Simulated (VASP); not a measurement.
# AlC (P-3m1) in VASP: further runs, part 2 of 3

VASP 6.6.1. The steps go on from the part before.

## 3. Relaxation of cell and atoms, PBE

This run uses another cell than the first one, of 13.46 Å³/atom, 0.950 times its volume.

Contents of INCAR:

```
PREC     = Accurate       # precision mode
ENCUT    = 600            # plane-wave cutoff, eV
EDIFF    = 1E-7           # SCF threshold, eV
ISMEAR   = 0              # smearing method
SIGMA    = 0.2            # smearing width, eV
LREAL    = F              # projectors in reciprocal space
LASPH    = T              # aspherical terms in the spheres
NELM     = 120            # most SCF steps
ALGO     = Normal         # electronic algorithm
ISIF     = 3              # what is computed and relaxed
LWAVE    = F              # write WAVECAR
LCHARG   = F              # write CHGCAR
GGA      = PE             # functional
IBRION   = 2              # ionic algorithm
NSW      = 36             # ionic steps
EDIFFG   = -0.08          # ionic threshold
GGA_COMPAT= F            
NELMIN   = 4
```

Contents of KPOINTS:

```
Automatic mesh
0
Gamma
  8 8 2
```

Contents of POSCAR:

```
AlC
1.0
    2.6000000000      0.0000000000      0.0000000000
   -1.3000000000      2.2516660500      0.0000000000
    0.0000000000      0.0000000000      9.2000000000
Al C
2 2
Direct
    0.3333333300      0.6666666700      0.3530000000
    0.6666666700      0.3333333300      0.6470000000
    0.3333333300      0.6666666700      0.0000000000
    0.6666666700      0.3333333300      0.0000000000
```

Potentials or basis: VASP PAW PBE potentials, release 64 (Al, C).

Launch:

```
$ cat potpaw_PBE.64/Al/POTCAR potpaw_PBE.64/C/POTCAR > POTCAR
$ mpirun -np 1 vasp_std > vasp.out
```

OUTCAR:

```text
PREC = Accurate
   ENCUT = 600
   EDIFF = 1E-7
   ISMEAR = 0
   LREAL = F
   LASPH = T
   NELM = 120
   ISIF = 3
   GGA = PE
   IBRION = 2
   NSW = 36
   EDIFFG = -0.08
   NELMIN = 4

 ion  position               nearest neighbor table
   1  0.333  0.667  0.353-   2 3.09   2 3.09   2 3.09
   2  0.667  0.333  0.647-   1 3.09   1 3.09   1 3.09
   3  0.333  0.667  0.000-   4 1.50   4 1.50   4 1.50
   4  0.667  0.333  0.000-   3 1.50   3 1.50   3 1.50

  LATTYP: Found a hexagonal cell.
 ALAT       =     2.6000000000
 C/A-ratio  =     3.5384615385

  Lattice vectors:

 A1 = (   2.6000000000,   0.0000000000,   0.0000000000)
 A2 = (  -1.3000000000,   2.2516660500,   0.0000000000)
 A3 = (   0.0000000000,   0.0000000000,   9.2000000000)

Analysis of symmetry for initial positions (statically):
=====================================================================
 Subroutine PRICEL returns:
 Original cell was already a primitive cell.

 Routine SETGRP: Setting up the symmetry group for a
 hexagonal supercell.

 Subroutine GETGRP returns: Found 12 space group operations
 (whereof 12 operations were pure point group operations)
 out of a pool of 24 trial point group operations.

The static configuration has the point symmetry D_3d.

Analysis of symmetry for dynamics (positions and initial velocities):
=====================================================================
 Subroutine PRICEL returns:
 Original cell was already a primitive cell.

 Routine SETGRP: Setting up the symmetry group for a
 hexagonal supercell.

 Subroutine GETGRP returns: Found 12 space group operations
 (whereof 12 operations were pure point group operations)
 out of a pool of 24 trial point group operations.

The dynamic configuration has the point symmetry D_3d.

 Subroutine INISYM returns: Found 12 space group operations
 (whereof 12 operations are pure point group operations),
 and found     1 'primitive' translations

----------------------------------------------------------------------------------------

                                     Primitive cell
[... 143 lines left out ...]

  FORCE on cell =-STRESS in cart. coord.  units (eV):
  Direction    XX          YY          ZZ          XY          YZ          ZX
  --------------------------------------------------------------------------------------
  -------------------------------------------------------------------------------------
  Total       -2.8139812     -2.8139812     -0.0277403      0.0000000      0.0000000      0.0000000
  in kB      -83.7079321    -83.7079321     -0.8251936      0.0000000      0.0000000      0.0000000
  external PRESSURE =     -56.0803526 kB  Pullay stress =       0.0000000 kB
[... 95 lines left out ...]
  FREE ENERGIE OF THE ION-ELECTRON SYSTEM (eV)
  ---------------------------------------------------
  free  energy   TOTEN  =       -24.7748433902 eV

  energy  without entropy=      -24.7519589990  energy(sigma->0) =      -24.76340119

 E-fermi :   6.5684     XC(G=0): -10.0385

 val. band max:        6.5600614784   @ k =   0.3750  -0.0000   0.0000
 cond. band min:       6.5848412250   @ k =   0.3750   0.2500   0.5000
 fundamental gap:      0.0247797466
 Fermi energy:         6.5683806451

 k-point     1 :       0.0000    0.0000    0.0000
  band No.  band energies     occupation
      1     -12.7230      2.00000
      2      -4.5066      2.00000
      3      -2.3865      2.00000
      4      -0.5997      2.00000
      5       2.7236      2.00000
      6       2.8866      2.00000
      7       2.8866      2.00000
      8       8.3987      0.00000
      9      11.7129      0.00000
     10      13.5465      0.00000
     11      13.5465      0.00000
[... 253 lines left out ...]
 k-point    20 :       0.3750    0.2500    0.5000
  band No.  band energies     occupation
      1      -7.0402      2.00000
      2      -6.0406      2.00000
      3      -3.1870      2.00000
      4       3.6818      2.00000
      5       3.9412      2.00000
      6       4.9013      2.00000
      7       6.2441      1.97813
      8       6.2660      1.96748
      9       6.5848      0.90734
     10       8.9305      0.00000
     11      10.4789      0.00000

[... ionic steps 4 to 11 ...]

--------------------------------------- Ionic step       12  -------------------------------------------

 number of electron      14.0000000 magnetization

------------------------ aborting loop because EDIFF is reached ----------------------------------------
[... 71 lines left out ...]
--------------------------------------- Ionic step       14  -------------------------------------------

 number of electron      14.0000000 magnetization

 Free energy of the ion-electron system (eV)
  ---------------------------------------------------
  ext. energy  EPLUGINS =         0.00000000
  ---------------------------------------------------
  free energy    TOTEN  =       -24.86830458 eV

  energy without entropy =      -24.85206195  energy(sigma->0) =      -24.86018327

 E-fermi :   5.3570     XC(G=0):  -9.2729

 val. band max:        5.3406021273   @ k =   0.3750  -0.0000   0.0000
 cond. band min:       5.4081141894   @ k =   0.3750  -0.0000   0.5000
 fundamental gap:      0.0675120621
 Fermi energy:         5.3569722156

 k-point     1 :       0.0000    0.0000    0.0000
  band No.  band energies     occupation
      1     -13.9237      2.00000
      2      -5.6669      2.00000
      3      -3.2533      2.00000
      4      -2.1255      2.00000
      5       1.4622      2.00000
      6       1.6528      2.00000
      7       1.6528      2.00000
      8       6.2081      0.00000
      9       9.1421      0.00000
     10      12.3238      0.00000
     11      12.3238      0.00000
[... 295 lines left out ...]
  FREE ENERGIE OF THE ION-ELECTRON SYSTEM (eV)
  ---------------------------------------------------
  free  energy   TOTEN  =       -24.8683045838 eV

  energy  without entropy=      -24.8520619508  energy(sigma->0) =      -24.86018327

 reached required accuracy - stopping structural energy minimisation
```

CONTCAR:

```text
AlC
   1.00000000000000
     2.5597999478846867   -0.0000000000000002    0.0000000000000000
    -1.2798999739423433    2.2168517836269261   -0.0000000000000000
    -0.0000000000000000   -0.0000000000000000   10.5137364142514986
  Al              C
     2     2
Direct
     0.3333333300000021    0.6666666699999979    0.3783280508532875
     0.6666666699999979    0.3333333300000021    0.6216719491467125
     0.3333333300000021    0.6666666699999979    0.0002246857137988
     0.6666666699999979    0.3333333300000021    0.9997753142862014

  0.00000000E+00  0.00000000E+00  0.00000000E+00
  0.00000000E+00  0.00000000E+00  0.00000000E+00
  0.00000000E+00  0.00000000E+00  0.00000000E+00
  0.00000000E+00  0.00000000E+00  0.00000000E+00
```

Run time: 69 s. Hardware: 1 thread of Intel Xeon 6975P-C (Granite Rapids), shared host; peak memory 0.2 GiB.

What came out:

```yaml
Free_energy: -24.8683 eV
Relaxed_volume: 14.92 Å³/atom
Relaxed_cell: a = 2.560 Å, b = 2.560 Å, c = 10.514 Å, α = 90.00°, β = 90.00°, γ = 120.00°
Space_group_after_relaxing_to_0.05_Å: P-3m1 (No. 164)
Energy_gained_by_relaxing: 36.0 meV/atom
Ionic_steps: 14
Pressure_after_relaxing: -0.1 GPa
Largest_force_after_relaxing: 0.066 eV/Å
Band_gap_on_the_k_mesh: zero (band 7 reaches 6.31 eV, above the bottom of band 8 at 4.67 eV)
```

Forces on the atoms (eV/Å):
```
Al   0.000  0.000  0.031
Al   0.000  0.000 -0.031
C    0.000  0.000 -0.066
C    0.000  0.000  0.066
```

The path:
```
step  energy change (eV)  largest force (eV/Å)  pressure (GPa)  volume (Å³)
   1              0.0000                0.4024           -5.61        53.86
   2              0.0200                0.3934            8.97        50.25
   3             -0.0506                0.4003            0.53        52.16
   4             -0.0642                0.3246            0.60        52.24
   5             -0.0873                0.1988            0.96        52.47
   6             -0.0884                0.2480            1.12        52.54
   7             -0.0993                0.0630            0.90        53.08
   8             -0.1092                0.4438            0.45        54.46
   9             -0.1177                0.3888            0.54        54.98
  10             -0.1343                0.2161            0.89        56.54
  11             -0.1384                0.1588            1.78        59.63
  12             -0.1406                0.0321            1.48        58.58
  13             -0.1428                0.0863           -0.96        60.33
  14             -0.1440                0.0660           -0.06        59.66
```

Final structure:
```
Al C
1.0
     2.55980    0.00000    0.00000
    -1.27990    2.21685    0.00000
     0.00000    0.00000   10.51374
Al C
2 2
Direct
  0.33333 0.66667 0.37833
  0.66667 0.33333 0.62167
  0.33333 0.66667 0.00022
  0.66667 0.33333 0.99978
```

Levels at points of the mesh, in eV from the Fermi level:
```tsv
k point	band 3	band 4	band 5	band 6	band 7	band 8	band 9	band 10	band 11
(0.00, 0.00, 0.00)	-8.61	-7.48	-3.89	-3.70	-3.70	0.85	3.79	6.97	6.97
(0.50, 0.00, 0.00)	-6.74	-4.10	-3.72	-2.86	-1.51	-0.63	0.94	3.10	3.31
(0.00, 0.00, 0.50)	-8.51	-7.64	-3.70	-3.70	-3.70	0.29	5.30	6.97	6.97
(0.50, 0.00, 0.50)	-6.74	-4.10	-3.74	-2.82	-1.48	-0.69	0.86	3.22	3.48
```

Caveat: the relaxation stopped at a loose force limit of 0.08 eV/Å, so its end isn't a converged minimum.

## 4. Relaxation of cell and atoms, PBE

This run uses another cell than the first one, of 13.52 Å³/atom, 0.954 times its volume.

Contents of INCAR:

```
ALGO     = Normal         # electronic algorithm
EDIFF    = 1E-7           # SCF threshold, eV
EDIFFG   = -0.08          # ionic threshold
ENCUT    = 600            # plane-wave cutoff, eV
GGA      = PE             # functional
GGA_COMPAT= F            
IBRION   = 2              # ionic algorithm
ISIF     = 3              # what is computed and relaxed
ISMEAR   = 0              # smearing method
LASPH    = T              # aspherical terms in the spheres
LCHARG   = F              # write CHGCAR
LREAL    = F              # projectors in reciprocal space
LWAVE    = F              # write WAVECAR
NELM     = 120            # most SCF steps
NELMIN   = 4            
NSW      = 36             # ionic steps
PREC     = Accurate       # precision mode
SIGMA    = 0.2            # smearing width, eV
```

Contents of KPOINTS:

```
k-points
0
Gamma
  7 7 3
```

Contents of POSCAR:

```
AlC
1.0
    3.2000000000      0.0000000000      0.0000000000
   -1.6000000000      2.7712812900      0.0000000000
    0.0000000000      0.0000000000      6.1000000000
Al C
2 2
Direct
    0.6666666700      0.3333333300      0.7460000000
    0.3333333300      0.6666666700      0.2540000000
    0.0000000000      0.0000000000      0.1270000000
    0.0000000000      0.0000000000      0.8730000000
```

Launch:

```
$ cat potpaw_PBE.64/Al/POTCAR potpaw_PBE.64/C/POTCAR > POTCAR
$ mpirun -np 1 vasp_std > vasp.out
```

Wall time 90 s (1 thread of Intel Xeon 6975P-C (Granite Rapids), shared host); peak memory 0.19 GiB.

Results (log left out):

```
Free energy                            : -24.4985 eV
Relaxed volume                         : 12.21 Å³/atom
Relaxed cell                           : a = 3.127 Å, b = 3.127 Å, c = 5.765 Å, α = 90.00°, β = 90.00°, γ = 120.00°
Space group after relaxing (to 0.05 Å) : P-3m1 (No. 164)
Energy gained by relaxing              : 185.5 meV/atom
Ionic steps                            : 19
Pressure after relaxing                : 0.2 GPa
Largest force after relaxing           : 0.023 eV/Å
Band gap on the k mesh                 : zero (band 7 reaches 9.64 eV, above the bottom of band 8 at 5.81 eV)
```

Forces in eV/Å, atoms in the order of the input:
```
Al   0.000  0.000 -0.012
Al   0.000  0.000  0.012
C    0.000  0.000 -0.023
C    0.000  0.000  0.023
```

The path:
| step | energy change (eV) | largest force (eV/Å) | pressure (GPa) | volume (Å³) |
| --- | --- | --- | --- | --- |
| 1 | 0.0000 | 3.5130 | -3.73 | 54.10 |
| 2 | 1.8722 | 22.2397 | 26.24 | 51.55 |
| 3 | -0.1568 | 2.8649 | -2.91 | 53.72 |
| 4 | -0.2797 | 1.9571 | -1.92 | 53.45 |
| 5 | -0.3491 | 1.5779 | 1.61 | 52.92 |
| 6 | -0.3591 | 1.4503 | 0.29 | 53.08 |
| 7 | -0.3595 | 1.4724 | 0.50 | 53.05 |
| 8 | -0.5301 | 1.0712 | -2.15 | 53.05 |
| 9 | -0.5932 | 1.9459 | -4.07 | 53.04 |
| 10 | -0.6544 | 0.3257 | -6.19 | 52.45 |
| 11 | -0.6578 | 0.1467 | -6.75 | 52.27 |
| 12 | -0.7006 | 0.0901 | -4.63 | 51.07 |
| 13 | -0.7357 | 0.1402 | -0.42 | 49.06 |
| 14 | -0.7364 | 0.1669 | 0.41 | 48.71 |
| 15 | -0.7364 | 0.1621 | 0.24 | 48.78 |
| 16 | -0.7384 | 0.0465 | 0.11 | 48.80 |
| 17 | -0.7406 | 0.2590 | -0.20 | 48.84 |
| 18 | -0.7417 | 0.1504 | -0.02 | 48.83 |
| 19 | -0.7421 | 0.0226 | 0.19 | 48.83 |

Final structure:
```
Al C
1.0
     3.12728    0.00000    0.00000
    -1.56364    2.70831    0.00000
     0.00000    0.00000    5.76521
Al C
2 2
Direct
  0.66667 0.33333 0.70731
  0.33333 0.66667 0.29269
  0.00000 0.00000 0.11755
  0.00000 0.00000 0.88245
```

Levels at points of the mesh, in eV from the Fermi level:
| k point | band 3 | band 4 | band 5 | band 6 | band 7 | band 8 | band 9 | band 10 | band 11 |
| --- | --- | --- | --- | --- | --- | --- | --- | --- | --- |
| (0.00, 0.00, 0.00) | -8.82 | -2.23 | -2.23 | -2.19 | 2.71 | 2.71 | 3.95 | 5.30 | 8.16 |

Caveat: the relaxation stopped at a loose force limit of 0.08 eV/Å, so its end isn't a converged minimum.

[end of part 2 of 3]
